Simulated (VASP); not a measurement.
# Si2GeN (P-4m2) in VASP: notebook

The runs below take Si2GeN through relaxation of cell and atoms, single point, with PBE.

Program: VASP 6.6.1. These are calculated values, not measurements. Logs are shortened: lines on timing, memory, paths and dates and some standing lists are left out, and cuts for length are marked.

## 1. The cell of the first run

The structure is tetragonal, space group P-4m2 (No. 115). The conventional cell has a = 3.649 Å, b = 3.649 Å, c = 5.188 Å, α = 90.00°, β = 90.00°, γ = 90.00°. Within 2.9 Å of Si (site symmetry 2mm) lie 2 N at 2.22 Å and 2 Ge at 2.26 Å. Ge (site symmetry -4m2) has 4 Si at 2.26 Å within 3.0 Å. Within 2.9 Å of N (site symmetry -4m2) lie 4 Si at 2.22 Å.

The cell was built from a structure type or drawn by symmetry, and may not be a known phase.

## 2. Relaxation of cell and atoms, PBE

The input, INCAR:

```
SYSTEM = Si2GeN
PREC = Accurate
ENCUT = 600
EDIFF = 1E-6
ISMEAR = 0
SIGMA = 0.1
LREAL = .False.
LASPH = .True.
NELM = 60
ALGO = Normal
ISIF = 3
LWAVE = .False.
LCHARG = .False.
GGA = PE
IBRION = 2
NSW = 90
EDIFFG = -0.04
```

The input, KPOINTS:

```
Automatic mesh
0
Gamma
  6 6 4
  0 0 0
```

The input, POSCAR:

```
Si2GeN
1.0
    3.6494156200      0.0000000000      0.0000000000
    0.0000000000      3.6494156200      0.0000000000
    0.0000000000      0.0000000000      5.1884759900
Si Ge N
2 1 1
Direct
    0.5000000000      0.0000000000      0.7574989800
    0.0000000000      0.5000000000      0.2425010200
    0.0000000000      0.0000000000      0.5000000000
    0.5000000000      0.5000000000      0.0000000000
```

Potentials or basis: VASP PAW PBE potentials, release 64 (Si, Ge_d, N).

Run with:

```
$ cat potpaw_PBE.64/Si/POTCAR potpaw_PBE.64/Ge_d/POTCAR potpaw_PBE.64/N/POTCAR > POTCAR
$ mpirun -np 1 vasp_std > vasp.out
```

OUTCAR:

```text
SYSTEM = Si2GeN
   PREC = Accurate
   ENCUT = 600
   EDIFF = 1E-6
   ISMEAR = 0
   LREAL = .False.
   LASPH = .True.
   NELM = 60
   ISIF = 3
   GGA = PE
   IBRION = 2
   NSW = 90
   EDIFFG = -0.04

 ion  position               nearest neighbor table
   1  0.500  0.000  0.757-   4 2.22   4 2.22   3 2.26   3 2.26
   2  0.000  0.500  0.243-   4 2.22   4 2.22   3 2.26   3 2.26
   3  0.000  0.000  0.500-   1 2.26   2 2.26   2 2.26   1 2.26
   4  0.500  0.500  0.000-   1 2.22   2 2.22   1 2.22   2 2.22

  LATTYP: Found a simple tetragonal cell.
 ALAT       =     3.6494156200
 C/A-ratio  =     1.4217278957

  Lattice vectors:

 A1 = (   3.6494156200,   0.0000000000,   0.0000000000)
 A2 = (   0.0000000000,   3.6494156200,   0.0000000000)
 A3 = (   0.0000000000,   0.0000000000,   5.1884759900)

Analysis of symmetry for initial positions (statically):
=====================================================================
 Subroutine PRICEL returns:
 Original cell was already a primitive cell.

 Routine SETGRP: Setting up the symmetry group for a
 simple tetragonal supercell.

 Subroutine GETGRP returns: Found  8 space group operations
 (whereof  8 operations were pure point group operations)
 out of a pool of 16 trial point group operations.

The static configuration has the point symmetry D_2d.

Analysis of symmetry for dynamics (positions and initial velocities):
=====================================================================
 Subroutine PRICEL returns:
 Original cell was already a primitive cell.

 Routine SETGRP: Setting up the symmetry group for a
 simple tetragonal supercell.

 Subroutine GETGRP returns: Found  8 space group operations
 (whereof  8 operations were pure point group operations)
 out of a pool of 16 trial point group operations.

The dynamic configuration has the point symmetry D_2d.

 Subroutine INISYM returns: Found  8 space group operations
 (whereof  8 operations are pure point group operations),
 and found     1 'primitive' translations

----------------------------------------------------------------------------------------

                                     Primitive cell

  volume of cell :      69.1013

  direct lattice vectors                    reciprocal lattice vectors
     3.649415620  0.000000000  0.000000000     0.274016474  0.000000000  0.000000000
     0.000000000  3.649415620  0.000000000     0.000000000  0.274016474  0.000000000
     0.000000000  0.000000000  5.188475990     0.000000000  0.000000000  0.192734823

  length of vectors
     3.649415620  3.649415620  5.188475990     0.274016474  0.274016474  0.192734823

  position of ions in fractional coordinates (direct lattice)
     0.500000000  0.000000000  0.757498980
     0.000000000  0.500000000  0.242501020
     0.000000000  0.000000000  0.500000000
     0.500000000  0.500000000  0.000000000

  ion indices of the primitive-cell ions
   primitive index   ion index
                 1           1
                 2           2
                 3           3
                 4           4

----------------------------------------------------------------------------------------

 KPOINTS: Automatic mesh

Automatic generation of k-mesh.
 Grid dimensions read from file:
 generate k-points for:    6    6    4

 Generating k-lattice:

  Cartesian coordinates                     Fractional coordinates (reciprocal lattice)
     0.045669412  0.000000000  0.000000000     0.166666667  0.000000000  0.000000000
     0.000000000  0.045669412  0.000000000     0.000000000  0.166666667  0.000000000
     0.000000000  0.000000000  0.048183706     0.000000000  0.000000000  0.250000000

  Length of vectors
     0.045669412  0.045669412  0.048183706

  Shift w.r.t. Gamma in fractional coordinates (k-lattice)
     0.000000000  0.000000000  0.000000000

 Subroutine IBZKPT returns following result:
 ===========================================

 Found     30 irreducible k-points:

 Following reciprocal coordinates:
            Coordinates               Weight
  0.000000  0.000000  0.000000      1.000000
  0.166667  0.000000  0.000000      4.000000
  0.333333  0.000000  0.000000      4.000000
  0.500000  0.000000  0.000000      2.000000
  0.166667  0.166667  0.000000      4.000000
  0.333333  0.166667  0.000000      8.000000
[... 16 lines left out ...]
  0.333333  0.000000  0.500000      4.000000
  0.500000  0.000000  0.500000      2.000000
 [... further k-points ...]
   k-points           NKPTS =     30   k-points in BZ     NKDIM =     30   number of bands    NBANDS=     17
   number of dos      NEDOS =    301   number of ions     NIONS =      4
   total plane-waves  NPLWV =  37800
   dimension x,y,z NGX =    30 NGY =   30 NGZ =   42
   dimension x,y,z NGXF=    60 NGYF=   60 NGZF=   84
   ions per type =               2   1   1
   NGX,Y,Z   is equivalent  to a cutoff of  13.67, 13.67, 13.46 a.u.
   NGXF,Y,Z  is equivalent  to a cutoff of  27.33, 27.33, 26.91 a.u.
 SYSTEM =  Si2GeN
   PREC   = accura    normal or accurate (medium, high low for compatibility)
   ISTART =      0    job   : 0-new  1-cont  2-samecut
   ICHARG =      2    charge: 1-file 2-atom 10-const
   ISPIN  =      1    spin polarized calculation?
   LNONCOLLINEAR =      F non collinear calculations
   LSORBIT =      F    spin-orbit coupling
   LASPH  =      T    aspherical Exc in radial PAW
   ENCUT  =  600.0 eV  44.10 Ry    6.64 a.u.   7.29  7.29 10.36*2*pi/ulx,y,z
   NELM   =     60;   NELMIN=  2; NELMDL= -5     # of ELM steps
   EDIFF  = 0.1E-05   stopping-criterion for ELM
   LREAL  =      F    real-space projection
   EDIFFG = -.4E-01   stopping-criterion for IOM
   NSW    =     90    number of steps for IOM
   IBRION =      2    ionic relax: 0-MD 1-quasi-New 2-CG
   NFREE  =      1    steps in history (QN), initial steepest desc. (CG)
   ISIF   =      3    stress and relaxation
   ISYM   =      2    0-nonsym 1-usesym 2-fastsym
   POTIM  = 0.5000    time-step for ionic-motion
   TEBEG  =    0.0;   TEEND  =   0.0 temperature during run
   PSTRESS=    0.0 pullay stress
   NELECT =      27.0000    total number of electrons
   NUPDOWN=      -1.0000    fix difference up-down
   EMIN   =  10.00;   EMAX   =-10.00  energy-range for DOS
   EFERMI =   0.00;   METHOD = LEGACY
   ISMEAR =     0;   SIGMA  =   0.10  broadening in eV -4-tet -1-fermi 0-gaus
   EFERMI_NEDOS =   21; number of points for ismear=-14 and -15
   IALGO  =     38    algorithm
   IMIX   =      4    mixing-type and parameters
     AMIX     =   0.40;   BMIX     =  1.00
     AMIX_MAG =   1.60;   BMIX_MAG =  1.00
  volume/ion in A,a.u.               =      17.28       116.58
  Fermi-wavevector in a.u.,A,eV,Ry     =   1.196834  2.261688 19.489144  1.432412
  Thomas-Fermi vector in A             =   2.332764
   LORBIT       =      0    0 simple, 1 ext, 2 COOP (PROOUT), +10 PAW based schemes
   GGA     = PE    functional components
   LHFCALC =     F    Hartree Fock is set to
   AEXX    =    0.0000 exact exchange contribution
   IVDW    =     0    specifies the selected vdW correction
   LEPSILON=     F    determine dielectric tensor
   LRPA    =     F    only Hartree local field effects (RPA)
 conjugate gradient relaxation of ions
 non-spin polarized calculation
 Gauss-broadening in eV      SIGMA  =   0.10
  energy-cutoff  :      600.00
  volume of cell :       69.10
 maximum number of plane-waves:      2348
 NGX is ok and might be reduce to    30
   NGX = 15   NGY = 15   NGZ = 21

--------------------------------------- Ionic step        1  -------------------------------------------

 number of electron      27.0000010 magnetization

 Free energy of the ion-electron system (eV)
  ---------------------------------------------------
  ext. energy  EPLUGINS =         0.00000000
  ---------------------------------------------------
  free energy    TOTEN  =       -21.55073842 eV

  energy without entropy =      -21.54136089  energy(sigma->0) =      -21.54604966

 E-fermi :   6.2049     XC(G=0):  -9.9811

 val. band max:        6.1884179710   @ k =   0.5000   0.1667   0.2500
 cond. band min:       6.2067477760   @ k =   0.3333   0.0000   0.0000
 fundamental gap:      0.0183298049
 Fermi energy:         6.2049134002

 k-point     1 :       0.0000    0.0000    0.0000
  band No.  band energies     occupation
      1     -18.6741      2.00000
      2     -18.6609      2.00000
      3     -18.6609      2.00000
      4     -18.6287      2.00000
      5     -18.6080      2.00000
      6      -9.3182      2.00000
[... 457 lines left out ...]
      4     -18.6208      2.00000
      5     -18.6131      2.00000
      6      -8.5808      2.00000
[... 9 lines left out ...]
     16       8.9858      0.00000
     17       9.2779      0.00000

 [... further k-points ...]

------------------------ aborting loop because EDIFF is reached ----------------------------------------

  FORCE on cell =-STRESS in cart. coord.  units (eV):
  Direction    XX          YY          ZZ          XY          YZ          ZX
  --------------------------------------------------------------------------------------
  -------------------------------------------------------------------------------------
  Total       -1.0529055     -1.0529055     -2.1659647      0.0000000      0.0000000     -0.0000000
  in kB      -24.4125713    -24.4125713    -50.2198600      0.0000000      0.0000000     -0.0000000
  external PRESSURE =     -33.0150009 kB  Pullay stress =       0.0000000 kB
[... 95 lines left out ...]
  FREE ENERGIE OF THE ION-ELECTRON SYSTEM (eV)
  ---------------------------------------------------
  free  energy   TOTEN  =       -22.7034196824 eV

  energy  without entropy=      -22.6944232484  energy(sigma->0) =      -22.69892147

[... ionic steps 4 to 10 ...]

--------------------------------------- Ionic step       11  -------------------------------------------

 number of electron      27.0000009 magnetization

------------------------ aborting loop because EDIFF is reached ----------------------------------------
[... 71 lines left out ...]
--------------------------------------- Ionic step       13  -------------------------------------------

 number of electron      27.0000011 magnetization

 Free energy of the ion-electron system (eV)
  ---------------------------------------------------
  ext. energy  EPLUGINS =         0.00000000
  ---------------------------------------------------
  free energy    TOTEN  =       -22.75226197 eV

  energy without entropy =      -22.74426420  energy(sigma->0) =      -22.74826309

 E-fermi :   7.3260     XC(G=0): -10.5264

 val. band max:        7.3013674292   @ k =   0.0000   0.0000   0.5000
 cond. band min:       7.3509697214   @ k =   0.3333   0.1667   0.0000
 fundamental gap:      0.0496022921
 Fermi energy:         7.3260279691

 k-point     1 :       0.0000    0.0000    0.0000
  band No.  band energies     occupation
      1     -17.0440      2.00000
      2     -17.0424      2.00000
      3     -17.0424      2.00000
      4     -17.0196      2.00000
      5     -17.0004      2.00000
      6      -9.8220      2.00000
[... 457 lines left out ...]
      4     -17.0096      2.00000
      5     -17.0052      2.00000
      6      -9.0826      2.00000
[... 9 lines left out ...]
     16      10.1678      0.00000
     17      11.5409      0.00000

 [... further k-points ...]

------------------------ aborting loop because EDIFF is reached ----------------------------------------

  FORCE on cell =-STRESS in cart. coord.  units (eV):
  Direction    XX          YY          ZZ          XY          YZ          ZX
  --------------------------------------------------------------------------------------
  -------------------------------------------------------------------------------------
  Total       -0.0187362     -0.0187362     -0.0187339      0.0000000     -0.0000000      0.0000000
  in kB       -0.4880951     -0.4880951     -0.4880351      0.0000000     -0.0000000      0.0000000
  external PRESSURE =      -0.4880751 kB  Pullay stress =       0.0000000 kB
[... 19 lines left out ...]
  FREE ENERGIE OF THE ION-ELECTRON SYSTEM (eV)
  ---------------------------------------------------
  free  energy   TOTEN  =       -22.7522619739 eV

  energy  without entropy=      -22.7442641979  energy(sigma->0) =      -22.74826309

 reached required accuracy - stopping structural energy minimisation
```

Wall time 6.5 min (1 thread of Intel Xeon 8259CL, shared host); peak memory 0.22 GiB.

Results:

```
Free energy                           : -22.7523 eV
Relaxed volume                        : 15.38 Å³/atom
Relaxed cell                          : a = 3.636 Å, b = 3.636 Å, c = 4.652 Å, α = 90.00°, β = 90.00°, γ = 90.00°
Space group after relaxing (to 0.1 Å) : P-4m2 (No. 115)
Energy gained by relaxing             : 300.4 meV/atom
Ionic steps                           : 13
Pressure after relaxing               : 0.0 GPa
Largest force after relaxing          : 0.012 eV/Å
Band gap on the k mesh                : zero (an odd number of electrons rules out a gap without spin polarisation)
```

Forces in eV/Å, atoms in the order of the input:
```
Si   0.000  0.000  0.012
Si   0.000  0.000 -0.012
Ge   0.000  0.000  0.000
N    0.000  0.000  0.000
```

The path:
| step | energy change (eV) | largest force (eV/Å) | pressure (GPa) | volume (Å³) |
| --- | --- | --- | --- | --- |
| 1 | 0.0000 | 3.2463 | -3.30 | 69.10 |
| 2 | -0.8592 | 1.6949 | -2.74 | 65.60 |
| 3 | -1.1527 | 0.3160 | -1.04 | 62.13 |
| 4 | -1.1548 | 0.1134 | -1.38 | 62.43 |
| 5 | -1.1547 | 0.1985 | -1.27 | 62.30 |
| 6 | -1.1838 | 0.0261 | 1.40 | 60.75 |
| 7 | -1.1842 | 0.0029 | 1.68 | 60.55 |
| 8 | -1.1992 | 0.0069 | -0.07 | 61.62 |
| 9 | -1.1998 | 0.0120 | -0.57 | 61.90 |
| 10 | -1.1998 | 0.0113 | -0.49 | 61.87 |
| 11 | -1.2012 | 0.0523 | -0.06 | 61.58 |
| 12 | -1.2012 | 0.0607 | 0.04 | 61.53 |
| 13 | -1.2015 | 0.0118 | -0.05 | 61.50 |

Final structure:
```xyz
4
Lattice="3.6360 0.0000 0.0000 0.0000 3.6360 0.0000 0.0000 0.0000 4.6521" Properties=species:S:1:pos:R:3 pbc="T T T"
Si    1.8180    0.0000    3.8076
Si    0.0000    1.8180    0.8444
Ge    0.0000    3.6360    2.3260
N     1.8180    1.8180    0.0000
```

## 3. Single point, PBE

This run uses another cell than the first one, of 15.39 Å³/atom.

The input, INCAR:

```
SYSTEM = Si2GeN
PREC = Accurate ; ENCUT = 520
EDIFF = 1E-6 ; ISMEAR = 0
SIGMA = 0.1 ; LREAL = .FALSE.
LASPH = .TRUE. ; NELM = 60
ALGO = Normal ; ISIF = 2
LWAVE = .FALSE. ; LCHARG = .FALSE.
GGA = PE ; NBANDS = 22
```

The input, KPOINTS:

```
regular mesh
0
G
  12 12 10
  0 0 0
```

The input, POSCAR:

```
Si2GeN
1.0
    3.6286271665      0.0000000000      0.0000000000
    0.0000000000      3.6286271665      0.0000000000
    0.0000000000      0.0000000000      4.6755586595
Si Ge N
2 1 1
Direct
    0.5000000000      0.0000000000      0.8188479630
    0.0000000000      0.5000000000      0.1811520370
    0.0000000000      0.0000000000      0.5000000000
    0.5000000000      0.5000000000      0.0000000000
```

Potentials or basis: VASP PAW PBE potentials, release 64 (Si, Ge_d, N).

Run with:

```
$ cat potpaw_PBE.64/Si/POTCAR potpaw_PBE.64/Ge_d/POTCAR potpaw_PBE.64/N/POTCAR > POTCAR
$ mpirun -np 1 vasp_std > vasp.out
```

Run time: 3.5 min. Hardware: 1 thread of Intel Xeon 8259CL, shared host; peak memory 0.34 GiB.

Results (log left out):

- Free energy: -22.7869 eV
- Pressure: -0.1 GPa
- Largest force: 0.021 eV/Å
- Band gap on the k mesh: zero (an odd number of electrons rules out a gap without spin polarisation)

Forces in eV/Å, atoms in the order of the input:
```
Si   0.000  0.000 -0.021
Si   0.000  0.000  0.021
Ge   0.000  0.000  0.000
N    0.000  0.000  0.000
```

Levels at points of the mesh, in eV from the Fermi level:
| k point | band 12 | band 13 | band 14 | band 15 | band 16 | band 17 |
| --- | --- | --- | --- | --- | --- | --- |
| (0.00, 0.00, 0.00) | -1.92 | -0.50 | -0.50 | 0.01 | 2.95 | 3.70 |
| (0.50, 0.00, 0.00) | -4.55 | -1.14 | -0.06 | 1.38 | 3.42 | 4.19 |
| (0.50, 0.50, 0.00) | -4.01 | -2.80 | -0.67 | 0.80 | 1.71 | 1.71 |
| (0.00, 0.00, 0.50) | -1.24 | -1.24 | -0.35 | -0.02 | 3.96 | 4.20 |
| (0.50, 0.00, 0.50) | -2.51 | -1.56 | -0.61 | 2.36 | 2.89 | 4.17 |
| (0.50, 0.50, 0.50) | -5.24 | -5.24 | 3.07 | 3.07 | 3.35 | 4.98 |

## 4. Relaxation of cell and atoms, PBE

This run uses another cell than the first one, of 15.41 Å³/atom.

The input, INCAR:

```
ALGO = Normal
EDIFF = 1E-7
EDIFFG = -0.01
ENCUT = 600
GGA = PE
IBRION = 2
ISIF = 3
ISMEAR = 0
LASPH = T
LCHARG = F
LREAL = F
LWAVE = F
NELM = 80
NSW = 100
PREC = Accurate
SIGMA = 0.1
```

The input, KPOINTS:

```
k-points
0
Gamma
  12 12 10
```

The input, POSCAR:

```
Si2GeN
1.0
    3.6309166113      0.0000000000      0.0000000000
    0.0000000000      3.6309166113      0.0000000000
    0.0000000000      0.0000000000      4.6766841826
Si Ge N
2 1 1
Direct
    0.5000000000      0.0000000000      0.8184739630
    0.0000000000      0.5000000000      0.1815260370
    0.0000000000      0.0000000000      0.5000000000
    0.5000000000      0.5000000000      0.0000000000
```

Run with:

```
$ cat potpaw_PBE.64/Si/POTCAR potpaw_PBE.64/Ge_d/POTCAR potpaw_PBE.64/N/POTCAR > POTCAR
$ mpirun -np 1 vasp_std > vasp.out
```

It took 9.7 min on 1 thread of Intel Xeon 8259CL, shared host; peak memory 0.37 GiB.

It converged, with:

| Quantity | Value |
| --- | --- |
| Free energy | -22.7890 eV |
| Relaxed volume | 15.38 Å³/atom |
| Relaxed cell | a = 3.628 Å, b = 3.628 Å, c = 4.673 Å, α = 90.00°, β = 90.00°, γ = 90.00° |
| Space group after relaxing (to 0.1 Å) | P-4m2 (No. 115) |
| Energy gained by relaxing | 0.0 meV/atom |
| Ionic steps | 3 |
| Pressure after relaxing | 0.0 GPa |
| Largest force after relaxing | 0.009 eV/Å |
| Band gap on the k mesh | zero (an odd number of electrons rules out a gap without spin polarisation) |

Forces in eV/Å, atoms in the order of the input:
```
Si   0.000  0.000  0.009
Si   0.000  0.000 -0.009
Ge   0.000  0.000  0.000
N    0.000  0.000  0.000
```

Step by step:
```tsv
step	energy change (eV)	largest force (eV/Å)	pressure (GPa)	volume (Å³)
1	0.0000	0.0011	-0.24	61.66
2	-0.0001	0.0119	0.09	61.45
3	-0.0001	0.0088	0.01	61.51
```

Final structure:
```
Si Ge N
1.0
     3.62789    0.00000    0.00000
     0.00000    3.62789    0.00000
     0.00000    0.00000    4.67335
Si Ge N
2 1 1
Direct
  0.50000 0.00000 0.81848
  0.00000 0.50000 0.18152
  0.00000 0.00000 0.50000
  0.50000 0.50000 0.00000
```

Levels at points of the mesh, in eV from the Fermi level:
```tsv
k point	band 12	band 13	band 14	band 15	band 16	band 17
(0.00, 0.00, 0.00)	-1.93	-0.51	-0.51	0.01	2.94	3.69
(0.50, 0.00, 0.00)	-4.56	-1.16	-0.06	1.38	3.41	4.19
(0.50, 0.50, 0.00)	-4.02	-2.81	-0.67	0.79	1.71	1.71
(0.00, 0.00, 0.50)	-1.26	-1.26	-0.34	-0.02	3.95	4.19
(0.50, 0.00, 0.50)	-2.51	-1.56	-0.63	2.36	2.89	4.17
(0.50, 0.50, 0.50)	-5.25	-5.25	3.07	3.07	3.33	4.98
```

## 5. Summary

| task | cell | k mesh | cutoff (eV) | gap on the mesh (eV) | pressure (GPa) | relaxed volume (Å³/atom) | largest force (eV/Å) |
| --- | --- | --- | --- | --- | --- | --- | --- |
| relaxation of cell and atoms | relaxed from a = 3.649, b = 3.649, c = 5.188 Å, 4 atoms, atomic positions A | 6 × 6 × 4 | 600 | none | 0.0 | 15.38 | 0.01 |
| single point | a = 3.629, b = 3.629, c = 4.676 Å, 4 atoms, atomic positions B | 12 × 12 × 10 | 520 | none | -0.1 | - | 0.02 |
| relaxation of cell and atoms | relaxed from a = 3.631, b = 3.631, c = 4.677 Å, 4 atoms, atomic positions B | 12 × 12 × 10 | 600 | none | 0.0 | 15.38 | 0.01 |

Alike in all rows: level PBE; potentials or basis VASP PAW PBE potentials, release 64 (Si, Ge_d, N); no spin polarisation; smearing gaussian 0.1 eV.

Total energies depend on the potentials used, so only differences within one code and one set of settings carry meaning.
